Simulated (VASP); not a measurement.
# AlRu (WC type) (P-6m2) in VASP: notebook, part 2 of 2

VASP 6.6.1. Earlier steps stand in the parts before.

### 4 Relaxation of cell and atoms, PBE, target pressure 30 GPa, at which the enthalpy is minimised

INCAR

```
PREC     = Accurate       # precision mode
ENCUT    = 600            # plane-wave cutoff, eV
EDIFF    = 1E-7           # SCF threshold, eV
ISMEAR   = -1             # smearing method
SIGMA    = 0.1            # smearing width, eV
LREAL    = F              # projectors in reciprocal space
LASPH    = T              # aspherical terms in the spheres
NELM     = 80             # most SCF steps
ALGO     = Normal         # electronic algorithm
ISIF     = 3              # what is computed and relaxed
LWAVE    = F              # write WAVECAR
LCHARG   = F              # write CHGCAR
GGA      = PE             # functional
IBRION   = 2              # ionic algorithm
NSW      = 32             # ionic steps
EDIFFG   = -0.005         # ionic threshold
PSTRESS  = 300.0
```

KPOINTS

```
regular mesh
0
Gamma
  14 14 12
```

POSCAR

```
AlRu
1.0
    2.7641235545      0.0000000000      0.0000000000
   -1.3820617772      2.3938012174      0.0000000000
    0.0000000000      0.0000000000      3.7838973277
Ru Al
1 1
Direct
    0.0000000000      0.0000000000      0.0000000000
    0.3333333333      0.6666666667      0.5000000000
```

Potentials or basis: VASP PAW PBE potentials, release 64 (Ru_pv, Al).

Run with:

```console
$ cat potpaw_PBE.64/Ru_pv/POTCAR potpaw_PBE.64/Al/POTCAR > POTCAR
$ mpirun -np 1 vasp_std > vasp.out
```

OUTCAR:

```text
PREC = Accurate
   ENCUT = 600
   EDIFF = 1E-7
   ISMEAR = -1
   LREAL = F
   LASPH = T
   NELM = 80
   ISIF = 3
   GGA = PE
   IBRION = 2
   NSW = 32
   EDIFFG = -0.005
   PSTRESS = 300.0

 ion  position               nearest neighbor table
   1  0.000  0.000  0.000-   2 2.48   2 2.48   2 2.48   2 2.48   2 2.48   2 2.48
   2  0.333  0.667  0.500-   1 2.48   1 2.48   1 2.48   1 2.48   1 2.48   1 2.48

  LATTYP: Found a hexagonal cell.
 ALAT       =     2.7641235545
 C/A-ratio  =     1.3689320514

  Lattice vectors:

[... 551 lines left out ...]
  Direction    XX          YY          ZZ          XY          YZ          ZX
  --------------------------------------------------------------------------------------
  -------------------------------------------------------------------------------------
  Total        4.6863259      4.6863259      4.6914620      0.0000000     -0.0000000      0.0000000
  in kB      299.8873777    299.8873777    300.2160521      0.0000000     -0.0000000      0.0000000
  external PRESSURE =      -0.0030642 kB  Pullay stress =     300.0000000 kB

 VOLUME and BASIS-vectors are now :
 -----------------------------------------------------------------------------
  energy-cutoff  :      600.00
  volume of cell :       25.04
      direct lattice vectors                 reciprocal lattice vectors
     2.764123554  0.000000000  0.000000000     0.361778329  0.208872815  0.000000000
    -1.382061777  2.393801217  0.000000000     0.000000000  0.417745631  0.000000000
     0.000000000  0.000000000  3.783897328     0.000000000  0.000000000  0.264277784

 POSITION                                       TOTAL-FORCE (eV/Angst)
 -----------------------------------------------------------------------------------
      0.00000      0.00000      0.00000        -0.000000      0.000000      0.000000
     -0.00000      1.59587      1.89195         0.000000     -0.000000      0.000000
 -----------------------------------------------------------------------------------
    total drift:                                0.000000     -0.000000      0.000000

  FREE ENERGIE OF THE ION-ELECTRON SYSTEM (eV)
  ---------------------------------------------------
  free  energy   TOTEN  =       -13.6624325397 eV

  energy  without entropy=      -13.6294062325  energy(sigma->0) =      -13.64591939

  enthalpy is  TOTEN    =        -8.9743467400 eV   P V=        4.6880857997

 reached required accuracy - stopping structural energy minimisation
```

Run time: 62 s. Hardware: 1 thread of Intel Xeon 8259CL, shared host; peak memory 0.2 GiB.

Results:

```
Free energy             : -13.6624 eV
Pressure after relaxing : 30.0 GPa
Band gap on the k mesh  : zero (an odd number of electrons rules out a gap without spin polarisation)
```

Final structure:
```
Ru Al
1.0
     2.76412    0.00000    0.00000
    -1.38206    2.39380    0.00000
     0.00000    0.00000    3.78390
Ru Al
1 1
Direct
  0.00000 0.00000 0.00000
  0.33333 0.66667 0.50000
```

Caveat: the relaxation stopped at its first step, so nothing moved; the cell is relaxed towards a set pressure, so the run minimises the enthalpy, not the energy.

### 5 Relaxation of cell and atoms, PBE, target pressure 30 GPa, at which the enthalpy is minimised

This run uses another cell than the first one, of 13.32 Å³/atom.

INCAR

```
SYSTEM = AlRu
  ALGO = Normal
  EDIFF = 1E-6
  EDIFFG = -0.005
  ENCUT = 600
  GGA = PE
  IBRION = 2
  ISIF = 3
  ISMEAR = -1
  LASPH = .TRUE.
  LCHARG = .FALSE.
  LREAL = .FALSE.
  LWAVE = .FALSE.
  NELM = 60
  NSW = 60
  PREC = Accurate
  PSTRESS = 300.0
  SIGMA = 0.1
```

KPOINTS

```
k-points
0
G
  14 14 12
  0 0 0
```

POSCAR

```
AlRu
1.0
    3.1546558029      0.0000000000      0.0000000000
   -1.5773279015      2.7320120655      0.0000000000
    0.0000000000      0.0000000000      3.0915626869
Ru Al
1 1
Direct
    0.0000000000      0.0000000000      0.0000000000
    0.3333333333      0.6666666667      0.5000000000
```

Run with:

```console
$ cat potpaw_PBE.64/Ru_pv/POTCAR potpaw_PBE.64/Al/POTCAR > POTCAR
$ mpirun -np 1 vasp_std > vasp.out
```

It took 16 min on 1 thread of Intel Xeon 8259CL, shared host; peak memory 0.24 GiB.

Results (log left out):

* Free energy: -13.6606 eV
* Relaxed volume: 12.52 Å³/atom
* Relaxed cell: a = 2.764 Å, b = 2.764 Å, c = 3.783 Å, α = 90.00°, β = 90.00°, γ = 120.00°
* Space group after relaxing (to 0.1 Å): P-6m2 (No. 187)
* Energy change on relaxing (the run minimises the enthalpy): -174.6 meV/atom
* Ionic steps: 17
* Pressure after relaxing: 30.0 GPa
* Band gap on the k mesh: zero (an odd number of electrons rules out a gap without spin polarisation)

Stress tensor (GPa, compression positive):
```
30.06  0.00  0.00
 0.00 30.06  0.00
 0.00  0.00 29.96
```

Step by step:
```tsv
step	energy change (eV)	largest force (eV/Å)	pressure (GPa)	volume (Å³)
1	0.0000	0.0000	25.06	26.64
2	0.0806	0.0000	38.90	24.99
3	0.2202	0.0000	52.17	23.88
4	0.9428	0.0000	94.72	21.53
5	0.3012	0.0000	58.80	23.41
6	0.2052	0.0000	56.56	23.46
7	0.0286	0.0000	52.03	23.57
8	0.3066	0.0000	54.20	23.48
9	0.0162	0.0000	51.28	23.58
10	-0.1290	0.0000	43.48	24.07
11	-0.4056	0.0000	26.23	25.37
12	-0.3463	0.0000	30.36	25.02
13	-0.3409	0.0000	30.72	24.99
14	-0.3423	0.0000	30.64	25.00
15	-0.3463	0.0000	30.37	25.02
16	-0.3525	0.0000	29.76	25.05
17	-0.3493	0.0000	30.03	25.03
```

Final structure:
```
Ru Al
1.0
     2.76418    0.00000    0.00000
    -1.38209    2.39385    0.00000
     0.00000    0.00000    3.78305
Ru Al
1 1
Direct
  0.00000 0.00000 0.00000
  0.33333 0.66667 0.50000
```

Levels at points of the mesh, in eV from the Fermi level:
| k point | band 5 | band 6 | band 7 | band 8 | band 9 | band 10 | band 11 | band 12 |
| --- | --- | --- | --- | --- | --- | --- | --- | --- |
| (0.00, 0.00, 0.00) | -4.79 | -1.99 | -1.99 | -0.03 | 0.06 | 0.06 | 7.08 | 11.62 |
| (0.50, 0.00, 0.00) | -4.34 | -4.30 | -3.42 | -0.84 | 1.80 | 4.12 | 6.15 | 7.42 |
| (0.00, 0.00, 0.50) | -6.70 | -2.28 | -1.95 | -1.95 | -0.26 | -0.26 | 10.10 | 11.62 |
| (0.50, 0.00, 0.50) | -5.03 | -2.47 | -1.31 | -0.98 | 0.46 | 1.80 | 4.44 | 7.03 |

Caveat: the cell is relaxed towards a set pressure, so the run minimises the enthalpy, not the energy; a cell axis changed by over 15 % at a fixed basis, so the end point is rough.

### 6 Summary

```tsv
task	cell	cutoff (eV)	gap on the mesh (eV)	pressure (GPa)
single point	a = 2.764, b = 2.764, c = 3.784 Å, angles 90.0, 90.0, 120.0°, 2 atoms	520	none	30.2
relaxation of cell and atoms	relaxed to 30 GPa from a = 2.764, b = 2.764, c = 3.784 Å, angles 90.0, 90.0, 120.0°, 2 atoms	600	none	30.0
relaxation of cell and atoms	relaxed to 30 GPa from a = 3.155, b = 3.155, c = 3.092 Å, angles 90.0, 90.0, 120.0°, 2 atoms	600	none	30.0
```

Alike in all rows: level PBE; potentials or basis VASP PAW PBE potentials, release 64 (Ru_pv, Al); no spin polarisation; k mesh 14 × 14 × 12; smearing fermi-dirac 0.1 eV.

Caveats: the cell is relaxed towards a set pressure, so the run minimises the enthalpy, not the energy (at least some runs); the cell stands under pressure (at least some runs); an empty level that is flat over the whole mesh can mark a ghost state of the potentials, or a narrow d or f band (at least some runs); the relaxation stopped at its first step, so nothing moved (at least some runs); a cell axis changed by over 15 % at a fixed basis, so the end point is rough (at least some runs).

Total energies depend on the potentials used, so only differences within one code and one set of settings carry meaning.
